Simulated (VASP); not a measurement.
# ZnMo3 (Pm-3m) in VASP: notebook, part 3 of 3

VASP 6.6.1. Earlier steps stand in the parts before.

## Step 5: Single point, PBE

This run uses another cell than the first one, of 14.90 Å³/atom.

Contents of INCAR:

```
PREC     = Accurate       # precision mode
ENCUT    = 520            # plane-wave cutoff, eV
EDIFF    = 1E-6           # SCF threshold, eV
ISMEAR   = -1             # smearing method
SIGMA    = 0.05           # smearing width, eV
LREAL    = F              # projectors in reciprocal space
LASPH    = T              # aspherical terms in the spheres
NELM     = 60             # most SCF steps
ALGO     = Normal         # electronic algorithm
ISIF     = 2              # what is computed and relaxed
LWAVE    = F              # write WAVECAR
LCHARG   = F              # write CHGCAR
GGA      = PE             # functional
NBANDS   = 35             # bands
```

Contents of KPOINTS:

```
regular mesh
0
Gamma
  7 7 7
```

Contents of POSCAR:

```
ZnMo3
1.0
    3.9060369107      0.0000000000      0.0000000000
    0.0000000000      3.9060369107      0.0000000000
    0.0000000000      0.0000000000      3.9060369107
Mo Zn
3 1
Direct
    0.5000000000      0.5000000000      0.0000000000
    0.5000000000      0.0000000000      0.5000000000
    0.0000000000      0.5000000000      0.5000000000
    0.0000000000      0.0000000000      0.0000000000
```

Potentials or basis: VASP PAW PBE potentials, release 64 (Mo_sv, Zn).

Run with:

```console
$ cat potpaw_PBE.64/Mo_sv/POTCAR potpaw_PBE.64/Zn/POTCAR > POTCAR
$ mpirun -np 1 vasp_std > vasp.out
```

OUTCAR:

```text
PREC = Accurate
   ENCUT = 520
   EDIFF = 1E-6
   ISMEAR = -1
   LREAL = F
   LASPH = T
   NELM = 60
   ISIF = 2
   GGA = PE

 ion  position               nearest neighbor table
   1  0.500  0.500  0.000-   2 2.76   3 2.76   4 2.76   2 2.76   3 2.76   2 2.76   4 2.76   2 2.76
                             3 2.76   4 2.76   3 2.76   4 2.76
   2  0.500  0.000  0.500-   1 2.76   3 2.76   4 2.76   1 2.76   4 2.76   1 2.76   3 2.76   1 2.76
                             3 2.76   4 2.76   4 2.76   3 2.76
   3  0.000  0.500  0.500-   1 2.76   2 2.76   4 2.76   1 2.76   4 2.76   2 2.76   4 2.76   4 2.76
                             1 2.76   2 2.76   1 2.76   2 2.76
   4  0.000  0.000  0.000-   1 2.76   2 2.76   3 2.76   2 2.76   3 2.76   1 2.76   3 2.76   3 2.76
                             1 2.76   2 2.76   2 2.76   1 2.76

  LATTYP: Found a simple cubic cell.
 ALAT       =     3.9060369107

  Lattice vectors:

 A1 = (   3.9060369107,   0.0000000000,   0.0000000000)
 A2 = (   0.0000000000,   3.9060369107,   0.0000000000)
 A3 = (   0.0000000000,   0.0000000000,   3.9060369107)

Analysis of symmetry for initial positions (statically):
=====================================================================
 Subroutine PRICEL returns:
 Original cell was already a primitive cell.

 Routine SETGRP: Setting up the symmetry group for a
 simple cubic supercell.

 Subroutine GETGRP returns: Found 48 space group operations
 (whereof 48 operations were pure point group operations)
 out of a pool of 48 trial point group operations.

The static configuration has the point symmetry O_h .

Analysis of symmetry for dynamics (positions and initial velocities):
=====================================================================
 Subroutine PRICEL returns:
 Original cell was already a primitive cell.

 Routine SETGRP: Setting up the symmetry group for a
 simple cubic supercell.

 Subroutine GETGRP returns: Found 48 space group operations
 (whereof 48 operations were pure point group operations)
 out of a pool of 48 trial point group operations.

The dynamic configuration has the point symmetry O_h .

 Subroutine INISYM returns: Found 48 space group operations
 (whereof 48 operations are pure point group operations),
 and found     1 'primitive' translations

----------------------------------------------------------------------------------------

                                     Primitive cell

  volume of cell :      59.5949

  direct lattice vectors                    reciprocal lattice vectors
     3.906036911  0.000000000  0.000000000     0.256013966  0.000000000  0.000000000
     0.000000000  3.906036911  0.000000000     0.000000000  0.256013966  0.000000000
     0.000000000  0.000000000  3.906036911     0.000000000  0.000000000  0.256013966

  length of vectors
     3.906036911  3.906036911  3.906036911     0.256013966  0.256013966  0.256013966

  position of ions in fractional coordinates (direct lattice)
     0.500000000  0.500000000  0.000000000
     0.500000000  0.000000000  0.500000000
     0.000000000  0.500000000  0.500000000
     0.000000000  0.000000000  0.000000000

  ion indices of the primitive-cell ions
   primitive index   ion index
                 1           1
                 2           2
                 3           3
                 4           4

[... 25 lines left out ...]

 Following reciprocal coordinates:
            Coordinates               Weight
  0.000000  0.000000  0.000000      1.000000
  0.142857  0.000000  0.000000      6.000000
  0.285714  0.000000  0.000000      6.000000
  0.428571  0.000000  0.000000      6.000000
  0.142857  0.142857  0.000000     12.000000
  0.285714  0.142857  0.000000     24.000000
[... 12 lines left out ...]
  0.428571  0.428571  0.285714     24.000000
  0.428571  0.428571  0.428571      8.000000
   k-points           NKPTS =     20   k-points in BZ     NKDIM =     20   number of bands    NBANDS=     35
   number of dos      NEDOS =    301   number of ions     NIONS =      4
   total plane-waves  NPLWV =  27000
   dimension x,y,z NGX =    30 NGY =   30 NGZ =   30
   dimension x,y,z NGXF=    60 NGYF=   60 NGZF=   60
   ions per type =               3   1
   NGX,Y,Z   is equivalent  to a cutoff of  12.77, 12.77, 12.77 a.u.
   NGXF,Y,Z  is equivalent  to a cutoff of  25.54, 25.54, 25.54 a.u.
 SYSTEM =  unknown system
   PREC   = accura    normal or accurate (medium, high low for compatibility)
   ISTART =      0    job   : 0-new  1-cont  2-samecut
   ICHARG =      2    charge: 1-file 2-atom 10-const
   ISPIN  =      1    spin polarized calculation?
   LNONCOLLINEAR =      F non collinear calculations
   LSORBIT =      F    spin-orbit coupling
   LASPH  =      T    aspherical Exc in radial PAW
   ENCUT  =  520.0 eV  38.22 Ry    6.18 a.u.   7.26  7.26  7.26*2*pi/ulx,y,z
   NELM   =     60;   NELMIN=  2; NELMDL= -5     # of ELM steps
   EDIFF  = 0.1E-05   stopping-criterion for ELM
   LREAL  =      F    real-space projection
   EDIFFG = 0.1E-04   stopping-criterion for IOM
   NSW    =      0    number of steps for IOM
   IBRION =     -1    ionic relax: 0-MD 1-quasi-New 2-CG
   NFREE  =      0    steps in history (QN), initial steepest desc. (CG)
   ISIF   =      2    stress and relaxation
   ISYM   =      2    0-nonsym 1-usesym 2-fastsym
   POTIM  = 0.5000    time-step for ionic-motion
   TEBEG  =    0.0;   TEEND  =   0.0 temperature during run
   PSTRESS=    0.0 pullay stress
   NELECT =      54.0000    total number of electrons
   NUPDOWN=      -1.0000    fix difference up-down
   EMIN   =  10.00;   EMAX   =-10.00  energy-range for DOS
   EFERMI =   0.00;   METHOD = LEGACY
   ISMEAR =    -1;   SIGMA  =   0.05  broadening in eV -4-tet -1-fermi 0-gaus
   EFERMI_NEDOS =   21; number of points for ismear=-14 and -15
   IALGO  =     38    algorithm
   IMIX   =      4    mixing-type and parameters
     AMIX     =   0.40;   BMIX     =  1.00
     AMIX_MAG =   1.60;   BMIX_MAG =  1.00
  volume/ion in A,a.u.               =      14.90       100.54
  Fermi-wavevector in a.u.,A,eV,Ry     =   1.584175  2.993656 34.145310  2.509609
  Thomas-Fermi vector in A             =   2.683833
   LORBIT       =      0    0 simple, 1 ext, 2 COOP (PROOUT), +10 PAW based schemes
   GGA     = PE    functional components
   LHFCALC =     F    Hartree Fock is set to
   AEXX    =    0.0000 exact exchange contribution
   IVDW    =     0    specifies the selected vdW correction
   LEPSILON=     F    determine dielectric tensor
   LRPA    =     F    only Hartree local field effects (RPA)
 non-spin polarized calculation
  energy-cutoff  :      520.00
  volume of cell :       59.59
 maximum number of plane-waves:      1615
 NGX is ok and might be reduce to    30
   NGX = 15   NGY = 15   NGZ = 15

 number of electron      53.9999963 magnetization

 Free energy of the ion-electron system (eV)
  ---------------------------------------------------
  ext. energy  EPLUGINS =         0.00000000
  ---------------------------------------------------
  free energy    TOTEN  =       -33.16620558 eV

  energy without entropy =      -33.13582507  energy(sigma->0) =      -33.15101532

 E-fermi :  10.6183     XC(G=0): -13.1941

 val. band max:       10.6098128292   @ k =   0.4286   0.2857   0.0000
 cond. band min:      10.6411832315   @ k =   0.4286   0.4286   0.1429
 fundamental gap:      0.0313704024
 Fermi energy:        10.6183015760

 k-point     1 :       0.0000    0.0000    0.0000
  band No.  band energies     occupation
      1     -50.4111      2.00000
      2     -50.1144      2.00000
      3     -50.1144      2.00000
      4     -24.9032      2.00000
      5     -24.9032      2.00000
      6     -24.9032      2.00000
[... 749 lines left out ...]
     34      14.7067      0.00000
     35      14.7113      0.00000

------------------------ aborting loop because EDIFF is reached ----------------------------------------

  FORCE on cell =-STRESS in cart. coord.  units (eV):
  Direction    XX          YY          ZZ          XY          YZ          ZX
  --------------------------------------------------------------------------------------
  -------------------------------------------------------------------------------------
  Total        2.1043586      2.1043586      2.1043586     -0.0000000      0.0000000      0.0000000
  in kB       56.5745756     56.5745756     56.5745756     -0.0000000      0.0000000      0.0000000
  external PRESSURE =      56.5745756 kB  Pullay stress =       0.0000000 kB

 VOLUME and BASIS-vectors are now :
 -----------------------------------------------------------------------------
  energy-cutoff  :      520.00
  volume of cell :       59.59
      direct lattice vectors                 reciprocal lattice vectors
     3.906036911  0.000000000  0.000000000     0.256013966  0.000000000  0.000000000
     0.000000000  3.906036911  0.000000000     0.000000000  0.256013966  0.000000000
     0.000000000  0.000000000  3.906036911     0.000000000  0.000000000  0.256013966

 POSITION                                       TOTAL-FORCE (eV/Angst)
 -----------------------------------------------------------------------------------
      1.95302      1.95302      0.00000         0.000000      0.000000      0.000000
      1.95302      0.00000      1.95302         0.000000      0.000000      0.000000
      0.00000      1.95302      1.95302         0.000000      0.000000      0.000000
      0.00000      0.00000      0.00000         0.000000      0.000000      0.000000
 -----------------------------------------------------------------------------------
    total drift:                                0.000000      0.000000     -0.000000

  FREE ENERGIE OF THE ION-ELECTRON SYSTEM (eV)
  ---------------------------------------------------
  free  energy   TOTEN  =       -33.1662055761 eV

  energy  without entropy=      -33.1358250725  energy(sigma->0) =      -33.15101532
```

Run time: 28 s. Hardware: 1 thread of Intel Xeon Platinum 8559C (Emerald Rapids), shared host; peak memory 0.18 GiB.

Results:

```yaml
Free_energy: -33.1662 eV
Pressure: 5.7 GPa
Band_gap_on_the_k_mesh: zero (bands 27 and 28 overlap by 1.49 eV)
```

Caveat: the cell stands under pressure.

## Step 6: The runs side by side

| cell | gap on the mesh (eV) | pressure (GPa) |
| --- | --- | --- |
| a = 3.793 Å, 4 atoms | none | 30.9 |
| a = 3.833 Å, 4 atoms | none | 21.0 |
| a = 3.880 Å, 4 atoms | none | 10.7 |
| a = 3.906 Å, 4 atoms | none | 5.7 |

Alike in all rows: task single point; level PBE; potentials or basis VASP PAW PBE potentials, release 64 (Mo_sv, Zn); no spin polarisation; k mesh 7 × 7 × 7; cutoff (eV) 520; smearing fermi-dirac 0.05 eV.

Caveats: the cell stands under pressure.

Absolute energies hang on the potentials; compare differences alone.
